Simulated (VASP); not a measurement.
# Al (I4/mmm) in VASP: further runs

Al is run at these levels: PBEsol+D3(BJ); tasks: single point.

Everything below comes from runs of VASP 6.6.1. Logs are shortened: lines on timing, memory, paths and dates and some standing lists are left out, and cuts for length are marked.

### 1 The cell of the first run

Symmetry: I4/mmm, No. 139, tetragonal system. The conventional cell has a = 3.044 Å, b = 3.044 Å, c = 3.358 Å, α = 90.00°, β = 90.00°, γ = 90.00°. Al (site symmetry 4/mmm) has 14 Al at 2.73 to 3.36 Å within 3.6 Å.

### 2 Single point, PBEsol+D3(BJ)

File INCAR:

```
  PREC = Accurate
  ENCUT = 520
  EDIFF = 1E-7
  ISMEAR = 0
  SIGMA = 0.15
  LREAL = False
  LASPH = True
  NELM = 60
  ALGO = Fast
  ISIF = 2
  LWAVE = False
  LCHARG = True
  GGA = PS
  IVDW = 12
  LELF = True
  LVHAR = True
  NBANDS = 8
```

File KPOINTS:

```
Automatic mesh
0
Gamma
  28 28 28
```

File POSCAR:

```
Al
1.0
    0.0000000000      2.1523544787      1.6788364934
    2.1523544787      0.0000000000      1.6788364934
    2.1523544787      2.1523544787      0.0000000000
Al
1
Direct
    0.0000000000      0.0000000000      0.0000000000
```

Potentials or basis: VASP PAW PBE potentials, release 64 (Al).

Launch:

```sh
$ cat potpaw_PBE.64/Al/POTCAR > POTCAR
$ mpirun -np 1 vasp_std > vasp.out
```

OUTCAR:

```text
PREC = Accurate
   ENCUT = 520
   EDIFF = 1E-7
   ISMEAR = 0
   LREAL = False
   LASPH = True
   NELM = 60
   ISIF = 2
   GGA = PS
   IVDW = 12
 IVDW          = 12

 ion  position               nearest neighbor table
   1  0.000  0.000  0.000-

  LATTYP: Found a body centered tetragonal cell.
 ALAT       =     3.0438888948
 C/A-ratio  =     1.1030865787

  Lattice vectors:

 A1 = (   0.0000000000,  -2.1523544787,  -1.6788364934)
 A2 = (   0.0000000000,   2.1523544787,  -1.6788364934)
 A3 = (   2.1523544787,   0.0000000000,   1.6788364934)

Analysis of symmetry for initial positions (statically):
=====================================================================
 Subroutine PRICEL returns:
 Original cell was already a primitive cell.

 Routine SETGRP: Setting up the symmetry group for a
 body centered tetragonal supercell.

 Subroutine GETGRP returns: Found 16 space group operations
 (whereof 16 operations were pure point group operations)
 out of a pool of 16 trial point group operations.

The static configuration has the point symmetry D_4h.

Analysis of symmetry for dynamics (positions and initial velocities):
=====================================================================
 Subroutine PRICEL returns:
 Original cell was already a primitive cell.

 Routine SETGRP: Setting up the symmetry group for a
 body centered tetragonal supercell.

 Subroutine GETGRP returns: Found 16 space group operations
 (whereof 16 operations were pure point group operations)
 out of a pool of 16 trial point group operations.

The dynamic configuration has the point symmetry D_4h.

 Subroutine INISYM returns: Found 16 space group operations
 (whereof 16 operations are pure point group operations),
 and found     1 'primitive' translations

----------------------------------------------------------------------------------------

                                     Primitive cell

  volume of cell :      15.5549

  direct lattice vectors                    reciprocal lattice vectors
     0.000000000  2.152354479  1.678836493    -0.232303742  0.232303742  0.297825311
     2.152354479  0.000000000  1.678836493     0.232303742 -0.232303742  0.297825311
     2.152354479  2.152354479  0.000000000     0.232303742  0.232303742 -0.297825311

  length of vectors
     2.729674298  2.729674298  3.043888895     0.443429784  0.443429784  0.443429784

  position of ions in fractional coordinates (direct lattice)
     0.000000000  0.000000000  0.000000000

  ion indices of the primitive-cell ions
   primitive index   ion index
                 1           1

----------------------------------------------------------------------------------------

 KPOINTS: Automatic mesh

Automatic generation of k-mesh.
 Grid dimensions read from file:
 generate k-points for:   28   28   28

 Generating k-lattice:

  Cartesian coordinates                     Fractional coordinates (reciprocal lattice)
    -0.008296562  0.008296562  0.010636618     0.035714286  0.000000000  0.000000000
     0.008296562 -0.008296562  0.010636618     0.000000000  0.035714286  0.000000000
     0.008296562  0.008296562 -0.010636618     0.000000000  0.000000000  0.035714286

  Length of vectors
     0.015836778  0.015836778  0.015836778

  Shift w.r.t. Gamma in fractional coordinates (k-lattice)
     0.000000000  0.000000000  0.000000000

 Subroutine IBZKPT returns following result:
 ===========================================

 Found   1639 irreducible k-points:

 Following reciprocal coordinates:
            Coordinates               Weight
  0.000000  0.000000  0.000000      1.000000
  0.035714  0.000000  0.000000      8.000000
  0.071429  0.000000  0.000000      8.000000
  0.107143  0.000000  0.000000      8.000000
  0.142857  0.000000  0.000000      8.000000
  0.178571  0.000000  0.000000      8.000000
[... 16 lines left out ...]
  0.285714  0.035714  0.000000      8.000000
  0.321429  0.035714  0.000000      8.000000
 [... further k-points ...]
   k-points           NKPTS =   1639   k-points in BZ     NKDIM =   1639   number of bands    NBANDS=      8
   number of dos      NEDOS =    301   number of ions     NIONS =      1
   total plane-waves  NPLWV =   9600
   dimension x,y,z NGX =    20 NGY =   20 NGZ =   24
   dimension x,y,z NGXF=    40 NGYF=   40 NGZF=   48
   ions per type =               1
   NGX,Y,Z   is equivalent  to a cutoff of  12.18, 12.18, 13.11 a.u.
   NGXF,Y,Z  is equivalent  to a cutoff of  24.36, 24.36, 26.22 a.u.
 SYSTEM =  unknown system
   PREC   = accura    normal or accurate (medium, high low for compatibility)
   ISTART =      0    job   : 0-new  1-cont  2-samecut
   ICHARG =      2    charge: 1-file 2-atom 10-const
   ISPIN  =      1    spin polarized calculation?
   LNONCOLLINEAR =      F non collinear calculations
   LSORBIT =      F    spin-orbit coupling
   LASPH  =      T    aspherical Exc in radial PAW
   ENCUT  =  520.0 eV  38.22 Ry    6.18 a.u.   5.08  5.08  5.66*2*pi/ulx,y,z
   NELM   =     60;   NELMIN=  2; NELMDL= -5     # of ELM steps
   EDIFF  = 0.1E-06   stopping-criterion for ELM
   LREAL  =      F    real-space projection
   EDIFFG = 0.1E-05   stopping-criterion for IOM
   NSW    =      0    number of steps for IOM
   IBRION =     -1    ionic relax: 0-MD 1-quasi-New 2-CG
   NFREE  =      0    steps in history (QN), initial steepest desc. (CG)
   ISIF   =      2    stress and relaxation
   ISYM   =      2    0-nonsym 1-usesym 2-fastsym
   POTIM  = 0.5000    time-step for ionic-motion
   TEBEG  =    0.0;   TEEND  =   0.0 temperature during run
   PSTRESS=    0.0 pullay stress
   NELECT =       3.0000    total number of electrons
   NUPDOWN=      -1.0000    fix difference up-down
   EMIN   =  10.00;   EMAX   =-10.00  energy-range for DOS
   EFERMI =   0.00;   METHOD = LEGACY
   ISMEAR =     0;   SIGMA  =   0.15  broadening in eV -4-tet -1-fermi 0-gaus
   EFERMI_NEDOS =   21; number of points for ismear=-14 and -15
   IALGO  =     68    algorithm
   IMIX   =      4    mixing-type and parameters
     AMIX     =   0.40;   BMIX     =  1.00
     AMIX_MAG =   1.60;   BMIX_MAG =  1.00
  volume/ion in A,a.u.               =      15.55       104.97
  Fermi-wavevector in a.u.,A,eV,Ry     =   0.945859  1.787415 12.172452  0.894650
  Thomas-Fermi vector in A             =   2.073802
   LORBIT       =      0    0 simple, 1 ext, 2 COOP (PROOUT), +10 PAW based schemes
   GGA     = PS    functional components
   LHFCALC =     F    Hartree Fock is set to
   AEXX    =    0.0000 exact exchange contribution
   IVDW    =    12    specifies the selected vdW correction
   LEPSILON=     F    determine dielectric tensor
   LRPA    =     F    only Hartree local field effects (RPA)
 non-spin polarized calculation
 RMM-DIIS sequential band-by-band and
 Gauss-broadening in eV      SIGMA  =   0.15
  energy-cutoff  :      520.00
  volume of cell :       15.55
 maximum number of plane-waves:       434
   NGX = 11   NGY = 11   NGZ = 11

 number of electron       3.0000000 magnetization

 Free energy of the ion-electron system (eV)
  ---------------------------------------------------
  ext. energy  EPLUGINS =         0.00000000
  ---------------------------------------------------
  free energy    TOTEN  =        -3.99458903 eV

  energy without entropy =       -3.98988952  energy(sigma->0) =       -3.99223927

 E-fermi :   8.5729     XC(G=0): -10.4770

 val. band max:        8.5616578102   @ k =  -0.4643   0.1429   0.2857
 cond. band min:       8.5785101391   @ k =  -0.4643   0.4286   0.0000
 fundamental gap:      0.0168523289
 Fermi energy:         8.5728622371

 k-point     1 :       0.0000    0.0000    0.0000
  band No.  band energies     occupation
      1      -2.9624      2.00000
      2      21.5671      0.00000
      3      21.5671      0.00000
      4      23.5790      0.00000
      5      23.8394      0.00000
      6      23.9784      0.00000
      7      24.1158      0.00000
      8      24.1158      0.00000

 k-point     2 :       0.0357    0.0000    0.0000
  band No.  band energies     occupation
      1      -2.9253      2.00000
      2      21.0634      0.00000
      3      21.3874      0.00000
      4      23.3831      0.00000
      5      23.5390      0.00000
      6      23.7445      0.00000
      7      24.4790      0.00000
      8      24.5311      0.00000

 k-point     3 :       0.0714    0.0000    0.0000
  band No.  band energies     occupation
      1      -2.8140      2.00000
      2      19.8890      0.00000
      3      20.9702      0.00000
      4      22.8571      0.00000
      5      23.0253      0.00000
      6      24.0259      0.00000
      7      24.7070      0.00000
      8      25.1403      0.00000

 k-point     4 :       0.1071    0.0000    0.0000
  band No.  band energies     occupation
      1      -2.6287      2.00000
      2      18.4640      0.00000
      3      20.4768      0.00000
      4      22.4119      0.00000
      5      22.4124      0.00000
      6      24.2113      0.00000
      7      24.7575      0.00000
      8      25.5429      0.00000

 k-point     5 :       0.1429    0.0000    0.0000
  band No.  band energies     occupation
      1      -2.3698      2.00000
      2      16.9706      0.00000
      3      19.9841      0.00000
      4      21.7683      0.00000
      5      22.0022      0.00000
      6      24.0141      0.00000
      7      24.8357      0.00000
      8      25.5936      0.00000
[... 177 lines left out ...]
 k-point    22 :       0.2500    0.0357    0.0000
  band No.  band energies     occupation
      1      -1.1693      2.00000
      2      12.7525      0.00000
      3      17.9276      0.00000
      4      20.2711      0.00000
      5      20.9577      0.00000
      6      23.2884      0.00000
      7      25.7925      0.00000
      8      26.8438      0.00000

 k-point    23 :       0.2857    0.0357    0.0000
  band No.  band energies     occupation
      1      -0.6281      2.00000
      2      11.3713      0.00000
      3      17.6065      0.00000
      4      19.9592      0.00000
      5      20.4714      0.00000
      6      22.9252      0.00000
      7      26.2899      0.00000
      8      27.2214      0.00000

 k-point    24 :       0.3214    0.0357    0.0000
  band No.  band energies     occupation
      1      -0.0166      2.00000
      2      10.0433      0.00000
      3      17.3453      0.00000
      4      19.7028      0.00000
      5      20.0409      0.00000
      6      22.5541      0.00000
      7      26.8475      0.00000
      8      27.6896      0.00000

 [... further k-points ...]

------------------------ aborting loop because EDIFF is reached ----------------------------------------

 Edisp (eV)   -0.33728

 E8    (eV) :    -0.2272

  FORCE on cell =-STRESS in cart. coord.  units (eV):
  Direction    XX          YY          ZZ          XY          YZ          ZX
  --------------------------------------------------------------------------------------
  -------------------------------------------------------------------------------------
  Total       0.01221     0.01221     0.48911     0.00000    -0.00000     0.00000
  in kB       1.25757     1.25757    50.37900     0.00000    -0.00000     0.00000
  external pressure =       17.63 kB  Pullay stress =        0.00 kB

 VOLUME and BASIS-vectors are now :
 -----------------------------------------------------------------------------
  energy-cutoff  :      520.00
  volume of cell :       15.55
      direct lattice vectors                 reciprocal lattice vectors
     0.000000000  2.152354479  1.678836493    -0.232303742  0.232303742  0.297825311
     2.152354479  0.000000000  1.678836493     0.232303742 -0.232303742  0.297825311
     2.152354479  2.152354479  0.000000000     0.232303742  0.232303742 -0.297825311

 POSITION                                       TOTAL-FORCE (eV/Angst)
 -----------------------------------------------------------------------------------
      0.00000      0.00000      0.00000         0.000000      0.000000      0.000000
 -----------------------------------------------------------------------------------
    total drift:                                0.000000     -0.000000     -0.000000

  FREE ENERGIE OF THE ION-ELECTRON SYSTEM (eV)
  ---------------------------------------------------
  free  energy   TOTEN  =        -4.3318693123 eV

  energy  without entropy=       -4.3271698047  energy(sigma->0) =       -4.32951956
```

Run time: 1.7 min. Hardware: 1 thread of Intel Xeon 6975P-C, shared host; peak memory 0.29 GiB.

What came out:

```
Free energy                : -4.3319 eV
Pressure                   : 1.8 GPa
Dispersion energy per atom : -0.337 eV
```

Caveat: the PAW data sets were made with another functional, which shifts forces and pressure a little; pairwise dispersion overbinds metals, which lowers pressure and volume.

### 3 Single point, PBEsol+D3(BJ)

This run uses another cell than the first one, of the same volume but with other edges.

File INCAR:

```
  PREC = Accurate
  ENCUT = 520
  EDIFF = 1E-6
  ISMEAR = 0
  SIGMA = 0.15
  LREAL = False
  LASPH = True
  NELM = 80
  ALGO = Fast
  ISIF = 2
  LWAVE = False
  LCHARG = False
  GGA = PS
  IVDW = 12
  NBANDS = 8
```

File KPOINTS:

```
regular mesh
0
Gamma
  28 28 28
```

File POSCAR:

```
Al
1.0
    0.0000000000      1.8153660746      2.3599758970
    1.8153660746      0.0000000000      2.3599758970
    1.8153660746      1.8153660746      0.0000000000
Al
1
Direct
    0.0000000000      0.0000000000      0.0000000000
```

Potentials or basis: VASP PAW PBE potentials, release 64 (Al).

Launch:

```sh
$ cat potpaw_PBE.64/Al/POTCAR > POTCAR
$ mpirun -np 1 vasp_std > vasp.out
```

It took 77 s on 1 thread of Intel Xeon 6975P-C, shared host; peak memory 0.29 GiB.

Results (log left out):

* Free energy: -4.2319 eV
* Pressure: 6.4 GPa
* Dispersion energy per atom: -0.337 eV

Stress tensor (GPa, compression positive):
```
 14.86   0.00   0.00
  0.00  14.86   0.00
  0.00   0.00 -10.67
```

Levels at points of the mesh, in eV from the Fermi level:
| k point | band 1 | band 2 | band 3 | band 4 | band 5 | band 6 |
| --- | --- | --- | --- | --- | --- | --- |
| (0.00, 0.00, 0.00) | -11.43 | 11.69 | 12.62 | 13.10 | 14.97 | 14.97 |
| (0.50, 0.00, 0.00) | -4.60 | -4.08 | 7.60 | 8.17 | 15.17 | 16.12 |
| (0.50, 0.50, 0.00) | -4.93 | -4.93 | 7.61 | 9.65 | 9.65 | 13.16 |
| (0.50, 0.00, 0.50) | -1.47 | 0.34 | 3.96 | 5.15 | 6.01 | 8.26 |

Caveat: the PAW data sets were made with another functional, which shifts forces and pressure a little; pairwise dispersion overbinds metals, which lowers pressure and volume.

### 4 Single point, PBEsol+D3(BJ)

This run uses another cell than the first one, of the same volume but with other edges.

File INCAR:

```
SYSTEM = Al
PREC     = Accurate       ! precision mode
ENCUT    = 520            ! plane-wave cutoff, eV
EDIFF    = 1E-6           ! SCF threshold, eV
ISMEAR   = 0              ! smearing method
SIGMA    = 0.15           ! smearing width, eV
LREAL    = .FALSE.        ! projectors in reciprocal space
LASPH    = .TRUE.         ! aspherical terms in the spheres
NELM     = 60             ! most SCF steps
ALGO     = Fast           ! electronic algorithm
ISIF     = 2              ! what is computed and relaxed
LWAVE    = .FALSE.        ! write WAVECAR
LCHARG   = .FALSE.        ! write CHGCAR
GGA      = PS             ! functional
IVDW     = 12             ! dispersion correction
NBANDS   = 8              ! bands
```

File KPOINTS:

```
Automatic mesh
0
G
  28 28 28
  0 0 0
```

File POSCAR:

```
Al
1.0
    0.0000000000      2.0371173929      1.8741480014
    2.0371173929      0.0000000000      1.8741480014
    2.0371173929      2.0371173929      0.0000000000
Al
1
Direct
    0.0000000000      0.0000000000      0.0000000000
```

Launch:

```sh
$ cat potpaw_PBE.64/Al/POTCAR > POTCAR
$ mpirun -np 1 vasp_std > vasp.out
```

Wall time 1.8 min (1 thread of Intel Xeon 6975P-C, shared host); peak memory 0.3 GiB.

The run converged. Its results:

* Free energy: -4.4096 eV
* Pressure: 0.6 GPa
* Dispersion energy per atom: -0.337 eV

Stress tensor (GPa, compression positive):
```
-1.18  0.00  0.00
 0.00 -1.18  0.00
 0.00  0.00  4.10
```

Levels at points of the mesh, in eV from the Fermi level:
```tsv
k point	band 1	band 2	band 3	band 4
(0.00, 0.00, 0.00)	-11.54	12.72	12.72	13.62
(0.50, 0.00, 0.00)	-4.81	-4.43	10.77	11.02
(0.50, 0.50, 0.00)	-2.13	-0.45	4.62	4.83
(0.50, 0.00, 0.50)	-3.47	-2.20	5.69	6.21
```

Caveat: the PAW data sets were made with another functional, which shifts forces and pressure a little; pairwise dispersion overbinds metals, which lowers pressure and volume.

### 5 Single point, PBEsol+D3(BJ)

This run uses another cell than the first one, of the same volume but with other edges.

File INCAR:

```
SYSTEM = Al
ALGO     = Fast           ! electronic algorithm
EDIFF    = 1E-7           ! SCF threshold, eV
ENCUT    = 520            ! plane-wave cutoff, eV
GGA      = PS             ! functional
ISIF     = 2              ! what is computed and relaxed
ISMEAR   = 0              ! smearing method
IVDW     = 12             ! dispersion correction
LASPH    = .TRUE.         ! aspherical terms in the spheres
LCHARG   = .FALSE.        ! write CHGCAR
LREAL    = .FALSE.        ! projectors in reciprocal space
LWAVE    = .FALSE.        ! write WAVECAR
NBANDS   = 8              ! bands
NELM     = 60             ! most SCF steps
PREC     = Accurate       ! precision mode
SIGMA    = 0.15           ! smearing width, eV
```

File KPOINTS:

```
k-points
0
G
  28 28 28
  0 0 0
```

File POSCAR:

```
Al
1.0
    0.0000000000      1.9193216883      2.1112538571
    1.9193216883      0.0000000000      2.1112538571
    1.9193216883      1.9193216883      0.0000000000
Al
1
Direct
    0.0000000000      0.0000000000      0.0000000000
```

Launch:

```sh
$ cat potpaw_PBE.64/Al/POTCAR > POTCAR
$ mpirun -np 1 vasp_std > vasp.out
```

Wall time 97 s (1 thread of Intel Xeon 6975P-C, shared host); peak memory 0.29 GiB.

It converged, with:

- Free energy: -4.4033 eV
- Pressure: 0.9 GPa
- Dispersion energy per atom: -0.337 eV

Stress tensor (GPa, compression positive):
```
 3.43  0.00  0.00
 0.00  3.43  0.00
 0.00  0.00 -4.12
```

Levels at points of the mesh, in eV from the Fermi level:
| k point | band 1 | band 2 | band 3 | band 4 | band 5 |
| --- | --- | --- | --- | --- | --- |
| (0.00, 0.00, 0.00) | -11.52 | 12.32 | 13.43 | 13.43 | 14.87 |
| (0.50, 0.00, 0.00) | -4.79 | -4.40 | 10.43 | 10.43 | 12.89 |
| (0.50, 0.50, 0.00) | -3.91 | -2.90 | 6.07 | 7.15 | 7.15 |
| (0.50, 0.00, 0.50) | -2.53 | -0.94 | 5.02 | 5.03 | 5.72 |

Caveat: the PAW data sets were made with another functional, which shifts forces and pressure a little; pairwise dispersion overbinds metals, which lowers pressure and volume.

### 6 Summary

```csv
cell,further INCAR settings,gap on the mesh (eV),pressure (GPa)
"a = 2.730, b = 2.730, c = 3.044 Å, angles 56.1, 56.1, 67.8°, 1 atom",ALGO = Fast; EDIFF = 1e-07; NBANDS = 8,none,1.8
"a = 2.977, b = 2.977, c = 2.567 Å, angles 64.5, 64.5, 51.1°, 1 atom",ALGO = Fast; EDIFF = 1e-06; NBANDS = 8,none,6.4
"a = 2.768, b = 2.768, c = 2.881 Å, angles 58.6, 58.6, 62.7°, 1 atom",ALGO = Fast; EDIFF = 1e-06; NBANDS = 8,none,0.6
"a = 2.853, b = 2.853, c = 2.714 Å, angles 61.6, 61.6, 56.8°, 1 atom",ALGO = Fast; EDIFF = 1e-07; NBANDS = 8,none,0.9
```

Alike in all rows: task single point; level PBEsol+D3(BJ); potentials or basis VASP PAW PBE potentials, release 64 (Al); no spin polarisation; k mesh 28 × 28 × 28; cutoff (eV) 520; smearing gaussian 0.15 eV.

Caveats: the PAW data sets were made with another functional, which shifts forces and pressure a little; pairwise dispersion overbinds metals, which lowers pressure and volume.

Absolute energies hang on the potentials; compare differences alone.
